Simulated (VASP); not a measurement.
A run of VASP 6.6.1 is set up as follows.

Contents of INCAR:

```
SYSTEM = As2O
PREC = Accurate ; ENCUT = 700
EDIFF = 1E-6 ; ISMEAR = -1
SIGMA = 0.15 ; LREAL = .False.
LASPH = .True. ; NELM = 200
ALGO = Normal ; ISIF = 2
LWAVE = .False. ; LCHARG = .False.
MAGMOM = 0 0 0 0 0 0 0 0 0 ; LORBIT = 11
LSORBIT = .True. ; GGA_COMPAT = .False.
LORBMOM = .True. ; GGA = PE
NBANDS = 49
```

KPOINTS

```
regular mesh
0
Gamma
  3 3 1
  0 0 0
```

Contents of POSCAR:

```
As2O
1.0
    3.0456990000     -0.0145150000     -0.0186080000
   -1.5354190000      2.5720920000      0.0169670000
   -0.0303870000      0.0144490000      4.5886230000
O As
1 2
Direct
    0.9440800000      0.7565030000      0.0944560000
    1.2653510000      1.4384650000      0.3323420000
    1.5896430000      1.0732680000      0.7557280000
```

Potentials or basis: VASP PAW PBE potentials, release 64 (O, As_d).

Run with:

```sh
$ cat potpaw_PBE.64/O/POTCAR potpaw_PBE.64/As_d/POTCAR > POTCAR
$ mpirun -np 1 vasp_ncl > vasp.out
```

(1) Predict the net moment.

(2) What does it give for the pressure?

(3) What does it give for the largest force?

Results:

(1) 0.00 μB per cell.

(2) 47.9 GPa.

(3) 0.903 eV/Å.

Caveat: the k points lie up to 1.37 Å⁻¹ apart, too coarse for converged energies, forces and pressures.
